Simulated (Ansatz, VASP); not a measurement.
**One calculation of MnHg, two programs**

```xyz
2
Lattice="3.3525 0.0000 0.0000 0.0000 3.3525 0.0000 0.0000 0.0000 3.3780" Properties=species:S:1:pos:R:3 pbc="T T T"
Mn    1.6762    1.6762    1.6890
Hg    0.0000    0.0000    0.0000
```

Change from the starting cell: volume scaled by 1.06, crystal datasets.

Alike in both runs: task electric field gradients; functional PBE; k mesh 11 × 11 × 11; occupations fermi-dirac, width 0.05 eV; collinear spin.

|  | VASP | Ansatz |
| --- | --- | --- |
| version | VASP 6.6.1 | Ansatz 0.2.0 |
| potentials or method | VASP PAW PBE potentials, release 64 (Mn_pv, Hg), cutoff 520 eV | all-electron PAW with datasets made for the crystal, scalar-relativistic |

```csv
,VASP,Ansatz,Ansatz less VASP
pressure (GPa),-1.9,-2.2,-0.34
"traceless stress, the component that is largest in VASP (GPa)",-0.14,-0.14,+0.002
net moment per atom (μB),2.01,2.01,0.000
size of the moment on the site where the two differ most (μB),3.92,3.99,+0.073
size of Vzz on the site where it differs most (V/Å²),0.4,0.5,+0.09
```

Site moments also hang on the region over which each program counts them. Ansatz ran all-electron here, and VASP with PAW potentials.

Neither program's run includes spin-orbit coupling.
